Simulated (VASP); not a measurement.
# Pt (P2_1/m) in VASP: single point with PBEsol

Aim: the single point of Pt with PBEsol.

Everything below comes from runs of VASP 6.6.1. Logs are shortened: lines on timing, memory, paths and dates and some standing lists are left out, and cuts for length are marked.

### Step 1. The cell of the first run

Symmetry: P2_1/m, No. 11, monoclinic system. Conventional cell: a = 2.678 Å, b = 4.835 Å, c = 2.694 Å, α = 90.00°, β = 115.48°, γ = 90.00°. Within 3.5 Å of Pt (site symmetry m) lie 12 Pt at 2.68 to 3.19 Å.

### Step 2. Single point, PBEsol (strained and its atoms moved)

File INCAR:

```
ALGO = Fast ; EDIFF = 1E-6
ENCUT = 520 ; GGA = PS
ISIF = 2 ; ISMEAR = 0
LASPH = True ; LCHARG = False
LREAL = False ; LWAVE = False
NBANDS = 17 ; NELM = 100
PREC = Accurate ; SIGMA = 0.1
```

File KPOINTS:

```
k-points
0
Gamma
  16 16 8
```

File POSCAR:

```
Pt
1.0
    2.6915661554     -0.1104266246      0.0000000000
   -1.4414153399      2.4782479393      0.0000000000
    0.0000000000      0.0000000000      4.8350235993
Pt
2
Direct
    0.7481867038      0.4308083451      0.7500000000
    0.2518132962      0.5691916549      0.2500000000
```

Potentials or basis: VASP PAW PBE potentials, release 64 (Pt).

The run is started by

```bash
$ cat potpaw_PBE.64/Pt/POTCAR > POTCAR
$ mpirun -np 1 vasp_std > vasp.out
```

OUTCAR:

```text
EDIFF = 1E-6
   ENCUT = 520
   GGA = PS
   ISIF = 2
   ISMEAR = 0
   LASPH = True
   LREAL = False
   NELM = 100
   PREC = Accurate

 ion  position               nearest neighbor table
   1  0.748  0.431  0.750-   2 2.70   2 2.70   2 2.89   2 2.89   2 3.19   2 3.19
   2  0.252  0.569  0.250-   1 2.70   1 2.70   1 2.89   1 2.89   1 3.19   1 3.19

  LATTYP: Found a simple monoclinic cell.
 ALAT       =     2.6775837690
 B/A-ratio  =     1.8057413013
 C/A-ratio  =     1.0060676590
 COS(beta)  =    -0.4302525664

  Lattice vectors:

 A1 = (   1.2501508155,   2.3678213147,   0.0000000000)
 A2 = (   0.0000000000,   0.0000000000,  -4.8350235993)
 A3 = (  -2.6915661554,   0.1104266246,   0.0000000000)

Analysis of symmetry for initial positions (statically):
=====================================================================
 Subroutine PRICEL returns:
 Original cell was already a primitive cell.

 Routine SETGRP: Setting up the symmetry group for a
 simple monoclinic supercell.

 Subroutine GETGRP returns: Found  4 space group operations
 (whereof  2 operations were pure point group operations)
 out of a pool of  4 trial point group operations.

The static configuration has the point symmetry S_2 .
 The point group associated with its full space group is C_2h.

Analysis of symmetry for dynamics (positions and initial velocities):
=====================================================================
 Subroutine PRICEL returns:
 Original cell was already a primitive cell.

 Routine SETGRP: Setting up the symmetry group for a
 simple monoclinic supercell.

 Subroutine GETGRP returns: Found  4 space group operations
 (whereof  2 operations were pure point group operations)
 out of a pool of  4 trial point group operations.

The dynamic configuration has the point symmetry S_2 .
 The point group associated with its full space group is C_2h.

 Subroutine INISYM returns: Found  4 space group operations
 (whereof  2 operations are pure point group operations),
 and found     1 'primitive' translations

----------------------------------------------------------------------------------------

                                     Primitive cell

  volume of cell :      31.4818

  direct lattice vectors                    reciprocal lattice vectors
     2.691566155 -0.110426625  0.000000000     0.380613226  0.221374840  0.000000000
    -1.441415340  2.478247939  0.000000000     0.016959495  0.413374974  0.000000000
     0.000000000  0.000000000  4.835023599     0.000000000  0.000000000  0.206824223

  length of vectors
     2.693830434  2.866948034  4.835023599     0.440310399  0.413722725  0.206824223

  position of ions in fractional coordinates (direct lattice)
     0.748186704  0.430808345  0.750000000
     0.251813296  0.569191655  0.250000000

  ion indices of the primitive-cell ions
   primitive index   ion index
                 1           1
                 2           2

----------------------------------------------------------------------------------------

 KPOINTS: k-points

Automatic generation of k-mesh.
 Grid dimensions read from file:
 generate k-points for:   16   16    8

 Generating k-lattice:

  Cartesian coordinates                     Fractional coordinates (reciprocal lattice)
     0.023788327  0.013835928  0.000000000     0.062500000  0.000000000  0.000000000
     0.001059968  0.025835936  0.000000000     0.000000000  0.062500000  0.000000000
     0.000000000  0.000000000  0.025853028     0.000000000  0.000000000  0.125000000

  Length of vectors
     0.027519400  0.025857670  0.025853028

  Shift w.r.t. Gamma in fractional coordinates (k-lattice)
     0.000000000  0.000000000  0.000000000

 Subroutine IBZKPT returns following result:
 ===========================================

 Found    650 irreducible k-points:

 Following reciprocal coordinates:
            Coordinates               Weight
  0.000000  0.000000  0.000000      1.000000
  0.062500 -0.000000  0.000000      2.000000
  0.125000 -0.000000  0.000000      2.000000
  0.187500 -0.000000  0.000000      2.000000
  0.250000 -0.000000  0.000000      2.000000
  0.312500 -0.000000  0.000000      2.000000
[... 16 lines left out ...]
 -0.187500  0.062500  0.000000      2.000000
 -0.125000  0.062500  0.000000      2.000000
 [... further k-points ...]
   k-points           NKPTS =    650   k-points in BZ     NKDIM =    650   number of bands    NBANDS=     17
   number of dos      NEDOS =    301   number of ions     NIONS =      2
   total plane-waves  NPLWV =  17280
   dimension x,y,z NGX =    20 NGY =   24 NGZ =   36
   dimension x,y,z NGXF=    40 NGYF=   48 NGZF=   72
   ions per type =               2
   NGX,Y,Z   is equivalent  to a cutoff of  12.34, 13.92, 12.38 a.u.
   NGXF,Y,Z  is equivalent  to a cutoff of  24.69, 27.83, 24.76 a.u.
 SYSTEM =  unknown system
   PREC   = accura    normal or accurate (medium, high low for compatibility)
   ISTART =      0    job   : 0-new  1-cont  2-samecut
   ICHARG =      2    charge: 1-file 2-atom 10-const
   ISPIN  =      1    spin polarized calculation?
   LNONCOLLINEAR =      F non collinear calculations
   LSORBIT =      F    spin-orbit coupling
   LASPH  =      T    aspherical Exc in radial PAW
   ENCUT  =  520.0 eV  38.22 Ry    6.18 a.u.   5.01  5.33  8.99*2*pi/ulx,y,z
   NELM   =    100;   NELMIN=  2; NELMDL= -5     # of ELM steps
   EDIFF  = 0.1E-05   stopping-criterion for ELM
   LREAL  =      F    real-space projection
   EDIFFG = 0.1E-04   stopping-criterion for IOM
   NSW    =      0    number of steps for IOM
[... 5 lines left out ...]
   TEBEG  =    0.0;   TEEND  =   0.0 temperature during run
   PSTRESS=    0.0 pullay stress
   NELECT =      20.0000    total number of electrons
   NUPDOWN=      -1.0000    fix difference up-down
   EMIN   =  10.00;   EMAX   =-10.00  energy-range for DOS
   EFERMI =   0.00;   METHOD = LEGACY
   ISMEAR =     0;   SIGMA  =   0.10  broadening in eV -4-tet -1-fermi 0-gaus
   EFERMI_NEDOS =   21; number of points for ismear=-14 and -15
   IALGO  =     68    algorithm
   IMIX   =      4    mixing-type and parameters
     AMIX     =   0.40;   BMIX     =  1.00
     AMIX_MAG =   1.60;   BMIX_MAG =  1.00
  volume/ion in A,a.u.               =      15.74       106.22
  Fermi-wavevector in a.u.,A,eV,Ry     =   1.407338  2.659483 26.947693  1.980600
  Thomas-Fermi vector in A             =   2.529607
   LORBIT       =      0    0 simple, 1 ext, 2 COOP (PROOUT), +10 PAW based schemes
   GGA     = PS    functional components
   LHFCALC =     F    Hartree Fock is set to
   AEXX    =    0.0000 exact exchange contribution
   IVDW    =     0    specifies the selected vdW correction
   LEPSILON=     F    determine dielectric tensor
   LRPA    =     F    only Hartree local field effects (RPA)
 non-spin polarized calculation
 RMM-DIIS sequential band-by-band and
 Gauss-broadening in eV      SIGMA  =   0.10
  energy-cutoff  :      520.00
  volume of cell :       31.48
 maximum number of plane-waves:       870
   NGX = 11   NGY = 11   NGZ = 17

 number of electron      20.0000000 magnetization

 Free energy of the ion-electron system (eV)
  ---------------------------------------------------
  ext. energy  EPLUGINS =         0.00000000
  ---------------------------------------------------
  free energy    TOTEN  =       -13.71318706 eV

  energy without entropy =      -13.69916861  energy(sigma->0) =      -13.70617784

 E-fermi :  10.2460     XC(G=0): -13.3534

 val. band max:       10.2455374305   @ k =  -0.4375   0.3125   0.2500
 cond. band min:      10.2472270313   @ k =   0.4375   0.2500   0.2500
 fundamental gap:      0.0016896008
 Fermi energy:        10.2459597215

 k-point     1 :       0.0000    0.0000    0.0000
  band No.  band energies     occupation
      1       0.4723      2.00000
      2       3.1040      2.00000
      3       5.4880      2.00000
      4       6.2069      2.00000
      5       6.5077      2.00000
      6       7.6467      2.00000
[... 9 lines left out ...]
     16      26.2716      0.00000
     17      31.2044      0.00000

 k-point     2 :       0.0625   -0.0000    0.0000
  band No.  band energies     occupation
      1       0.6337      2.00000
      2       3.2656      2.00000
      3       5.5707      2.00000
      4       6.3351      2.00000
      5       6.6191      2.00000
      6       7.5076      2.00000
[... 9 lines left out ...]
     16      26.5238      0.00000
     17      30.6108      0.00000

 k-point     3 :       0.1250   -0.0000    0.0000
  band No.  band energies     occupation
      1       1.1038      2.00000
      2       3.7283      2.00000
      3       5.7834      2.00000
      4       6.6869      2.00000
      5       6.9365      2.00000
      6       7.2000      2.00000
[... 9 lines left out ...]
     16      27.0391      0.00000
     17      28.8511      0.00000

 k-point     4 :       0.1875   -0.0000    0.0000
  band No.  band energies     occupation
      1       1.8354      2.00000
      2       4.3963      2.00000
      3       5.9701      2.00000
      4       6.6466      2.00000
      5       6.7869      2.00000
      6       7.3003      2.00000
[... 9 lines left out ...]
     16      27.4253      0.00000
     17      27.9473      0.00000

 k-point     5 :       0.2500   -0.0000    0.0000
  band No.  band energies     occupation
      1       2.7292      2.00000
      2       4.8982      2.00000
      3       6.1184      2.00000
      4       6.1715      2.00000
      5       6.2961      2.00000
      6       6.8620      2.00000
[... 9 lines left out ...]
     16      26.3309      0.00000
     17      28.3059      0.00000

 k-point     6 :       0.3125   -0.0000    0.0000
  band No.  band energies     occupation
      1       3.5834      2.00000
      2       4.7717      2.00000
      3       5.7184      2.00000
      4       6.0186      2.00000
      5       6.4193      2.00000
      6       6.7727      2.00000
[... 9 lines left out ...]
     16      25.2094      0.00000
     17      28.2675      0.00000

 k-point     7 :       0.3750   -0.0000    0.0000
  band No.  band energies     occupation
      1       4.0392      2.00000
      2       4.5302      2.00000
      3       5.4308      2.00000
      4       6.0242      2.00000
      5       6.1032      2.00000
      6       7.3090      2.00000
[... 9 lines left out ...]
     16      24.2018      0.00000
     17      25.0260      0.00000

 k-point     8 :       0.4375   -0.0000    0.0000
  band No.  band energies     occupation
      1       4.0201      2.00000
      2       4.4369      2.00000
      3       5.2944      2.00000
      4       5.7336      2.00000
      5       6.5020      2.00000
      6       7.1430      2.00000
[... 9 lines left out ...]
     16      22.2630      0.00000
     17      23.1802      0.00000
[... 203 lines left out ...]
      1       4.1604      2.00000
      2       4.5254      2.00000
      3       5.3339      2.00000
      4       5.9130      2.00000
      5       6.3809      2.00000
      6       7.1495      2.00000
[... 9 lines left out ...]
     16      23.6091      0.00000
     17      23.9580      0.00000

 k-point    20 :      -0.3750    0.0625    0.0000
  band No.  band energies     occupation
      1       3.9810      2.00000
      2       4.6830      2.00000
      3       5.5441      2.00000
      4       6.1209      2.00000
      5       6.2229      2.00000
      6       7.1292      2.00000
[... 9 lines left out ...]
     16      24.8853      0.00000
     17      26.5345      0.00000

 k-point    21 :      -0.3125    0.0625    0.0000
  band No.  band energies     occupation
      1       3.2687      2.00000
      2       4.9588      2.00000
      3       5.9183      2.00000
      4       6.1985      2.00000
      5       6.4461      2.00000
      6       6.5758      2.00000
[... 9 lines left out ...]
     16      25.8454      0.00000
     17      28.7243      0.00000

 k-point    22 :      -0.2500    0.0625    0.0000
  band No.  band energies     occupation
      1       2.3605      2.00000
      2       4.8146      2.00000
      3       6.0012      2.00000
      4       6.4590      2.00000
      5       6.4966      2.00000
      6       6.9479      2.00000
[... 9 lines left out ...]
     16      26.9253      0.00000
     17      28.9278      0.00000

 k-point    23 :      -0.1875    0.0625    0.0000
  band No.  band energies     occupation
      1       1.5342      2.00000
      2       4.1523      2.00000
      3       5.8898      2.00000
      4       6.4652      2.00000
      5       7.0183      2.00000
      6       7.1447      2.00000
[... 9 lines left out ...]
     16      27.6309      0.00000
     17      28.4100      0.00000

 k-point    24 :      -0.1250    0.0625    0.0000
  band No.  band energies     occupation
      1       0.9285      2.00000
      2       3.5674      2.00000
      3       5.6400      2.00000
      4       6.3028      2.00000
      5       6.7999      2.00000
      6       7.5453      2.00000
[... 9 lines left out ...]
     16      27.1817      0.00000
     17      29.0587      0.00000

 [... further k-points ...]

------------------------ aborting loop because EDIFF is reached ----------------------------------------

  FORCE on cell =-STRESS in cart. coord.  units (eV):
  Direction    XX          YY          ZZ          XY          YZ          ZX
  --------------------------------------------------------------------------------------
  -------------------------------------------------------------------------------------
  Total       -0.6552888     -1.4002272     -1.6183268      1.6721338      0.0000000      0.0000000
  in kB      -33.3490770    -71.2606226    -82.3601903     85.0985460      0.0000000      0.0000000
  external PRESSURE =     -62.3232966 kB  Pullay stress =       0.0000000 kB

 VOLUME and BASIS-vectors are now :
 -----------------------------------------------------------------------------
  energy-cutoff  :      520.00
  volume of cell :       31.48
      direct lattice vectors                 reciprocal lattice vectors
     2.691566155 -0.110426625  0.000000000     0.380613226  0.221374840  0.000000000
    -1.441415340  2.478247939  0.000000000     0.016959495  0.413374974  0.000000000
     0.000000000  0.000000000  4.835023599     0.000000000  0.000000000  0.206824223

 POSITION                                       TOTAL-FORCE (eV/Angst)
 -----------------------------------------------------------------------------------
      1.39282      0.98503      3.62627        -0.364393      0.207584     -0.000000
     -0.14267      1.38279      1.20876         0.364393     -0.207584      0.000000
 -----------------------------------------------------------------------------------
    total drift:                                0.000000      0.000000      0.000000

  FREE ENERGIE OF THE ION-ELECTRON SYSTEM (eV)
  ---------------------------------------------------
  free  energy   TOTEN  =       -13.7131870614 eV

  energy  without entropy=      -13.6991686147  energy(sigma->0) =      -13.70617784
```

It took 6.7 min on 1 thread of Intel Xeon 8259CL, shared host; peak memory 0.39 GiB.

Results:

| Quantity | Value |
| --- | --- |
| Free energy | -13.7132 eV |
| Pressure | -6.2 GPa |
| Largest force | 0.419 eV/Å |
| Band gap on the k mesh | zero (bands 10 and 11 overlap by 1.85 eV) |

Forces on the atoms (eV/Å):
```
Pt  -0.364  0.208  0.000
Pt   0.364 -0.208  0.000
```

Levels at points of the mesh, in eV from the Fermi level:
| k point | band 6 | band 7 | band 8 | band 9 | band 10 | band 11 | band 12 | band 13 | band 14 | band 15 |
| --- | --- | --- | --- | --- | --- | --- | --- | --- | --- | --- |
| (0.00, 0.00, 0.00) | -2.60 | -2.26 | -2.19 | -1.29 | -0.87 | -0.60 | 0.28 | 4.73 | 15.36 | 15.58 |
| (0.50, 0.00, 0.00) | -3.16 | -2.47 | -0.80 | 0.61 | 0.86 | 3.53 | 3.57 | 9.05 | 9.28 | 11.43 |
| (0.00, 0.50, 0.00) | -1.95 | -1.35 | 0.01 | 0.11 | 0.33 | 1.34 | 4.49 | 5.81 | 5.96 | 10.83 |
| (0.50, 0.50, 0.00) | -2.83 | -1.86 | -0.87 | 0.16 | 0.37 | 2.30 | 3.45 | 7.00 | 8.90 | 8.95 |
| (0.00, 0.00, 0.50) | -4.12 | -2.47 | -2.47 | -1.00 | -1.00 | -0.74 | -0.74 | 11.47 | 11.47 | 15.90 |
| (0.50, 0.00, 0.50) | -2.01 | 0.35 | 0.35 | 0.77 | 0.77 | 1.32 | 1.32 | 7.91 | 7.91 | 12.65 |
| (0.00, 0.50, 0.50) | -2.51 | -1.40 | -1.40 | 0.27 | 0.27 | 2.76 | 2.76 | 5.31 | 5.31 | 15.82 |
| (0.50, 0.50, 0.50) | -1.43 | -0.40 | -0.40 | 0.29 | 0.29 | 1.34 | 1.34 | 6.31 | 6.31 | 13.19 |

Caveat: the cell differs from its parent crystal (strained and its atoms moved); the cell stands under tension; the PAW data sets were made with another functional, which shifts forces and pressure a little; spin-orbit coupling is left out, which moves the levels of the heavy elements.
